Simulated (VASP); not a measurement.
# PbS (F-43m) in VASP: further runs

The runs below take PbS through single point, with r2SCAN.

All numbers are computed with VASP 6.6.1; they aren't measurements. Logs are shortened: lines on timing, memory, paths and dates and some standing lists are left out, and cuts for length are marked.

### Step 1. The cell of the first run

Symmetry: F-43m, No. 216, cubic system. Conventional cell: a = 6.645 Å, b = 6.645 Å, c = 6.645 Å, α = 90.00°, β = 90.00°, γ = 90.00°. Pb (site symmetry -43m) has 4 S at 2.88 Å within 3.8 Å. S (site symmetry -43m) has 4 Pb at 2.88 Å within 3.8 Å.

### Step 2. Single point, r2SCAN (volume scaled by 1.020)

POSCAR

```
PbS
1.0
    0.0000000000      3.3226668238      3.3226668238
    3.3226668238      0.0000000000      3.3226668238
    3.3226668238      3.3226668238      0.0000000000
Pb S
1 1
Direct
    0.0000000000      0.0000000000      0.0000000000
    0.2500000000      0.2500000000      0.2500000000
```

INCAR.step1

```
ALGO = Normal
EDIFF = 1E-4
ENCUT = 520
GGA = PE
ISMEAR = 0
LASPH = T
LCHARG = F
LREAL = F
LWAVE = T
NBANDS = 17
NELM = 80
PREC = Accurate
SIGMA = 0.05
```

INCAR.step2

```
ALGO = Normal
EDIFF = 1E-7
ENCUT = 520
ISIF = 2
ISMEAR = 0
ISTART = 1
LASPH = T
LCHARG = F
LMIXTAU = T
LREAL = F
LWAVE = F
METAGGA = R2SCAN
NBANDS = 17
NELM = 80
PREC = Accurate
SIGMA = 0.05
```

KPOINTS

```
k-points
0
Gamma
  6 6 6
```

Potentials or basis: VASP PAW PBE potentials, release 64 (Pb_d, S).

Command:

```
> cat potpaw_PBE.64/Pb_d/POTCAR potpaw_PBE.64/S/POTCAR > POTCAR
> cp INCAR.step1 INCAR
> mpirun -np 1 vasp_std > vasp.out
> cp INCAR.step2 INCAR
> mpirun -np 1 vasp_std > vasp.out
```

OUTCAR:

```text
EDIFF = 1E-7
   ENCUT = 520
   ISIF = 2
   ISMEAR = 0
   ISTART = 1
   LASPH = T
   LREAL = F
   METAGGA = R2SCAN
   NELM = 80
   PREC = Accurate

 ion  position               nearest neighbor table
   1  0.000  0.000  0.000-   2 2.88   2 2.88   2 2.88   2 2.88
   2  0.250  0.250  0.250-   1 2.88   1 2.88   1 2.88   1 2.88

  LATTYP: Found a face centered cubic cell.
 ALAT       =     6.6453336476

  Lattice vectors:

 A1 = (   0.0000000000,   3.3226668238,   3.3226668238)
 A2 = (   3.3226668238,   0.0000000000,   3.3226668238)
 A3 = (   3.3226668238,   3.3226668238,   0.0000000000)

Analysis of symmetry for initial positions (statically):
=====================================================================
 Subroutine PRICEL returns:
 Original cell was already a primitive cell.

 Routine SETGRP: Setting up the symmetry group for a
 face centered cubic supercell.

 Subroutine GETGRP returns: Found 24 space group operations
 (whereof 24 operations were pure point group operations)
 out of a pool of 48 trial point group operations.

The static configuration has the point symmetry T_d .

Analysis of symmetry for dynamics (positions and initial velocities):
=====================================================================
 Subroutine PRICEL returns:
 Original cell was already a primitive cell.

 Routine SETGRP: Setting up the symmetry group for a
 face centered cubic supercell.

 Subroutine GETGRP returns: Found 24 space group operations
 (whereof 24 operations were pure point group operations)
 out of a pool of 48 trial point group operations.

The dynamic configuration has the point symmetry T_d .

 Subroutine INISYM returns: Found 24 space group operations
 (whereof 24 operations are pure point group operations),
 and found     1 'primitive' translations

----------------------------------------------------------------------------------------

                                     Primitive cell

  volume of cell :      73.3652

  direct lattice vectors                    reciprocal lattice vectors
     0.000000000  3.322666824  3.322666824    -0.150481534  0.150481534  0.150481534
     3.322666824  0.000000000  3.322666824     0.150481534 -0.150481534  0.150481534
     3.322666824  3.322666824  0.000000000     0.150481534  0.150481534 -0.150481534

  length of vectors
     4.698960485  4.698960485  4.698960485     0.260641662  0.260641662  0.260641662

  position of ions in fractional coordinates (direct lattice)
     0.000000000  0.000000000  0.000000000
     0.250000000  0.250000000  0.250000000

  ion indices of the primitive-cell ions
   primitive index   ion index
                 1           1
                 2           2

----------------------------------------------------------------------------------------

 KPOINTS: k-points

Automatic generation of k-mesh.
 Grid dimensions read from file:
 generate k-points for:    6    6    6

 Generating k-lattice:

  Cartesian coordinates                     Fractional coordinates (reciprocal lattice)
    -0.025080256  0.025080256  0.025080256     0.166666667  0.000000000  0.000000000
     0.025080256 -0.025080256  0.025080256     0.000000000  0.166666667  0.000000000
     0.025080256  0.025080256 -0.025080256     0.000000000  0.000000000  0.166666667

  Length of vectors
     0.043440277  0.043440277  0.043440277

  Shift w.r.t. Gamma in fractional coordinates (k-lattice)
     0.000000000  0.000000000  0.000000000

 Subroutine IBZKPT returns following result:
 ===========================================

 Found     16 irreducible k-points:

 Following reciprocal coordinates:
            Coordinates               Weight
  0.000000  0.000000  0.000000      1.000000
  0.166667  0.000000  0.000000      8.000000
  0.333333  0.000000  0.000000      8.000000
  0.500000  0.000000  0.000000      4.000000
  0.166667  0.166667  0.000000      6.000000
  0.333333  0.166667  0.000000     24.000000
[... 8 lines left out ...]
 -0.333333  0.333333  0.166667     24.000000
 -0.333333  0.500000  0.166667     12.000000
   k-points           NKPTS =     16   k-points in BZ     NKDIM =     16   number of bands    NBANDS=     17
   number of dos      NEDOS =    301   number of ions     NIONS =      2
   total plane-waves  NPLWV =  46656
   dimension x,y,z NGX =    36 NGY =   36 NGZ =   36
   dimension x,y,z NGXF=    72 NGYF=   72 NGZF=   72
   ions per type =               1   1
   NGX,Y,Z   is equivalent  to a cutoff of  12.74, 12.74, 12.74 a.u.
   NGXF,Y,Z  is equivalent  to a cutoff of  25.47, 25.47, 25.47 a.u.
 SYSTEM =  unknown system
   PREC   = accura    normal or accurate (medium, high low for compatibility)
   ISTART =      1    job   : 0-new  1-cont  2-samecut
   ICHARG =      0    charge: 1-file 2-atom 10-const
   ISPIN  =      1    spin polarized calculation?
   LNONCOLLINEAR =      F non collinear calculations
   LSORBIT =      F    spin-orbit coupling
   LASPH  =      T    aspherical Exc in radial PAW
   ENCUT  =  520.0 eV  38.22 Ry    6.18 a.u.   8.74  8.74  8.74*2*pi/ulx,y,z
   NELM   =     80;   NELMIN=  2; NELMDL=  0     # of ELM steps
   EDIFF  = 0.1E-06   stopping-criterion for ELM
   LREAL  =      F    real-space projection
   EDIFFG = 0.1E-05   stopping-criterion for IOM
   NSW    =      0    number of steps for IOM
   IBRION =     -1    ionic relax: 0-MD 1-quasi-New 2-CG
   NFREE  =      0    steps in history (QN), initial steepest desc. (CG)
   ISIF   =      2    stress and relaxation
   ISYM   =      2    0-nonsym 1-usesym 2-fastsym
   POTIM  = 0.5000    time-step for ionic-motion
   TEBEG  =    0.0;   TEEND  =   0.0 temperature during run
   PSTRESS=    0.0 pullay stress
   NELECT =      20.0000    total number of electrons
   NUPDOWN=      -1.0000    fix difference up-down
   EMIN   =  10.00;   EMAX   =-10.00  energy-range for DOS
   EFERMI =   0.00;   METHOD = LEGACY
   ISMEAR =     0;   SIGMA  =   0.05  broadening in eV -4-tet -1-fermi 0-gaus
   EFERMI_NEDOS =   21; number of points for ismear=-14 and -15
   IALGO  =     38    algorithm
   IMIX   =      4    mixing-type and parameters
     AMIX     =   0.40;   BMIX     =  1.00
     AMIX_MAG =   1.60;   BMIX_MAG =  1.00
  volume/ion in A,a.u.               =      36.68       247.55
  Fermi-wavevector in a.u.,A,eV,Ry     =   1.061503  2.005950 15.330900  1.126789
  Thomas-Fermi vector in A             =   2.196922
   LORBIT       =      0    0 simple, 1 ext, 2 COOP (PROOUT), +10 PAW based schemes
   METAGGA = R2SCAN    functional components
   LHFCALC =     F    Hartree Fock is set to
   AEXX    =    0.0000 exact exchange contribution
   IVDW    =     0    specifies the selected vdW correction
   LEPSILON=     F    determine dielectric tensor
   LRPA    =     F    only Hartree local field effects (RPA)
 non-spin polarized calculation
 Gauss-broadening in eV      SIGMA  =   0.05
  energy-cutoff  :      520.00
  volume of cell :       73.37
 maximum number of plane-waves:      1994
   NGX = 17   NGY = 17   NGZ = 17

 number of electron      19.9999997 magnetization

 Free energy of the ion-electron system (eV)
  ---------------------------------------------------
  ext. energy  EPLUGINS =         0.00000000
  ---------------------------------------------------
  free energy    TOTEN  =       -65.10931936 eV

  energy without entropy =      -65.10931936  energy(sigma->0) =      -65.10931936

 E-fermi :   2.6252     XC(G=0):  -8.3821

 val. band max:        2.3975288280   @ k =  -0.3333   0.5000   0.1667
 cond. band min:       3.5114235812   @ k =   0.5000   0.5000   0.0000
 fundamental gap:      1.1138947533
 Fermi energy:         2.6252318615

 k-point     1 :       0.0000    0.0000    0.0000
  band No.  band energies     occupation
      1     -14.7169      2.00000
      2     -14.7169      2.00000
      3     -14.7169      2.00000
      4     -14.6791      2.00000
      5     -14.6791      2.00000
      6     -10.5577      2.00000
[... 9 lines left out ...]
     16      11.6151      0.00000
     17      12.4940      0.00000

 k-point     2 :       0.1667    0.0000    0.0000
  band No.  band energies     occupation
      1     -14.7249      2.00000
      2     -14.7137      2.00000
      3     -14.7137      2.00000
      4     -14.6787      2.00000
      5     -14.6787      2.00000
      6     -10.4061      2.00000
[... 9 lines left out ...]
     16      10.8491      0.00000
     17      11.7699      0.00000

 k-point     3 :       0.3333    0.0000    0.0000
  band No.  band energies     occupation
      1     -14.7407      2.00000
      2     -14.7086      2.00000
      3     -14.7086      2.00000
      4     -14.6767      2.00000
      5     -14.6767      2.00000
      6     -10.0541      2.00000
[... 9 lines left out ...]
     16      10.9368      0.00000
     17      12.2377      0.00000

 k-point     4 :       0.5000    0.0000    0.0000
  band No.  band energies     occupation
      1     -14.7485      2.00000
      2     -14.7068      2.00000
      3     -14.7068      2.00000
      4     -14.6749      2.00000
      5     -14.6749      2.00000
      6      -9.8422      2.00000
[... 9 lines left out ...]
     16      11.7475      0.00000
     17      11.7475      0.00000

 k-point     5 :       0.1667    0.1667    0.0000
  band No.  band energies     occupation
      1     -14.7314      2.00000
      2     -14.7103      2.00000
      3     -14.7103      2.00000
      4     -14.6810      2.00000
      5     -14.6768      2.00000
      6     -10.3545      2.00000
[... 9 lines left out ...]
     16      11.8517      0.00000
     17      13.2327      0.00000

 k-point     6 :       0.3333    0.1667    0.0000
  band No.  band energies     occupation
      1     -14.7447      2.00000
      2     -14.7057      2.00000
      3     -14.7044      2.00000
      4     -14.6815      2.00000
      5     -14.6747      2.00000
      6     -10.0621      2.00000
[... 9 lines left out ...]
     16      11.8290      0.00000
     17      12.9653      0.00000

 k-point     7 :       0.5000    0.1667    0.0000
  band No.  band energies     occupation
      1     -14.7522      2.00000
      2     -14.7046      2.00000
      3     -14.7022      2.00000
      4     -14.6786      2.00000
      5     -14.6742      2.00000
      6      -9.7792      2.00000
[... 9 lines left out ...]
     16      11.9111      0.00000
     17      12.1195      0.00000

 k-point     8 :      -0.3333    0.1667    0.0000
  band No.  band energies     occupation
      1     -14.7484      2.00000
      2     -14.7054      2.00000
      3     -14.7043      2.00000
      4     -14.6775      2.00000
      5     -14.6761      2.00000
      6      -9.8535      2.00000
[... 9 lines left out ...]
     16      11.1855      0.00000
     17      12.4453      0.00000

 k-point     9 :      -0.1667    0.1667    0.0000
  band No.  band energies     occupation
      1     -14.7361      2.00000
      2     -14.7100      2.00000
      3     -14.7083      2.00000
      4     -14.6797      2.00000
      5     -14.6767      2.00000
      6     -10.1830      2.00000
[... 9 lines left out ...]
     16      10.6848      0.00000
     17      12.9816      0.00000

 k-point    10 :       0.3333    0.3333    0.0000
  band No.  band energies     occupation
      1     -14.7591      2.00000
      2     -14.6970      2.00000
      3     -14.6970      2.00000
      4     -14.6855      2.00000
      5     -14.6724      2.00000
      6      -9.8689      2.00000
[... 9 lines left out ...]
     16      12.4705      0.00000
     17      14.4285      0.00000

 k-point    11 :       0.5000    0.3333    0.0000
  band No.  band energies     occupation
      1     -14.7648      2.00000
      2     -14.6959      2.00000
      3     -14.6938      2.00000
      4     -14.6849      2.00000
      5     -14.6719      2.00000
      6      -9.6389      2.00000
[... 9 lines left out ...]
     16      12.3841      0.00000
     17      13.6577      0.00000

 k-point    12 :      -0.3333    0.3333    0.0000
  band No.  band energies     occupation
      1     -14.7583      2.00000
      2     -14.7010      2.00000
      3     -14.6967      2.00000
      4     -14.6805      2.00000
      5     -14.6753      2.00000
      6      -9.6318      2.00000
[... 9 lines left out ...]
     16      12.0018      0.00000
     17      13.8035      0.00000

 k-point    13 :       0.5000    0.5000    0.0000
  band No.  band energies     occupation
      1     -14.7724      2.00000
      2     -14.6902      2.00000
      3     -14.6902      2.00000
      4     -14.6879      2.00000
      5     -14.6701      2.00000
      6      -9.5599      2.00000
[... 9 lines left out ...]
     16      12.9282      0.00000
     17      13.1909      0.00000

 k-point    14 :       0.5000    0.3333    0.1667
  band No.  band energies     occupation
      1     -14.7547      2.00000
      2     -14.7029      2.00000
      3     -14.6980      2.00000
      4     -14.6819      2.00000
      5     -14.6739      2.00000
      6      -9.7893      2.00000
[... 9 lines left out ...]
     16      12.1080      0.00000
     17      13.0996      0.00000

 k-point    15 :      -0.3333    0.3333    0.1667
  band No.  band energies     occupation
      1     -14.7579      2.00000
      2     -14.7032      2.00000
      3     -14.6952      2.00000
      4     -14.6806      2.00000
      5     -14.6749      2.00000
      6      -9.6318      2.00000
[... 9 lines left out ...]
     16      11.8967      0.00000
     17      13.0590      0.00000

 k-point    16 :      -0.3333    0.5000    0.1667
  band No.  band energies     occupation
      1     -14.7646      2.00000
      2     -14.6987      2.00000
      3     -14.6913      2.00000
      4     -14.6838      2.00000
      5     -14.6730      2.00000
      6      -9.5547      2.00000
[... 9 lines left out ...]
     16      12.6833      0.00000
     17      12.6889      0.00000

------------------------ aborting loop because EDIFF is reached ----------------------------------------

  FORCE on cell =-STRESS in cart. coord.  units (eV):
  Direction    XX          YY          ZZ          XY          YZ          ZX
  --------------------------------------------------------------------------------------
  -------------------------------------------------------------------------------------
  Total       -0.3375453     -0.3375453     -0.3375453     -0.0000000     -0.0000000     -0.0000000
  in kB       -7.3714388     -7.3714388     -7.3714388     -0.0000000     -0.0000000     -0.0000000
  external PRESSURE =      -7.3714388 kB  Pullay stress =       0.0000000 kB

 VOLUME and BASIS-vectors are now :
 -----------------------------------------------------------------------------
  energy-cutoff  :      520.00
  volume of cell :       73.37
      direct lattice vectors                 reciprocal lattice vectors
     0.000000000  3.322666824  3.322666824    -0.150481534  0.150481534  0.150481534
     3.322666824  0.000000000  3.322666824     0.150481534 -0.150481534  0.150481534
     3.322666824  3.322666824  0.000000000     0.150481534  0.150481534 -0.150481534

 POSITION                                       TOTAL-FORCE (eV/Angst)
 -----------------------------------------------------------------------------------
      0.00000      0.00000      0.00000        -0.000000      0.000000      0.000000
      1.66133      1.66133      1.66133         0.000000     -0.000000     -0.000000
 -----------------------------------------------------------------------------------
    total drift:                                0.000000      0.000000      0.000000

  FREE ENERGIE OF THE ION-ELECTRON SYSTEM (eV)
  ---------------------------------------------------
  free  energy   TOTEN  =       -65.1093193599 eV

  energy  without entropy=      -65.1093193599  energy(sigma->0) =      -65.10931936
```

It took 86 s on 1 thread of Intel Xeon Platinum 8375C at 2.90GHz (Ice Lake), shared host; peak memory 0.21 GiB.

What came out:

| Item | Value |
| --- | --- |
| Free energy | -65.1093 eV |
| Pressure | -0.7 GPa |
| Band gap on the k mesh | 1.11 eV, indirect (least direct gap 1.47 eV) |

Caveat: the PAW data sets were made with another functional, which shifts forces and pressure a little; spin-orbit coupling is left out, which moves the levels of the heavy elements. A k mesh can miss the band edges.

[end of part 1 of 2]
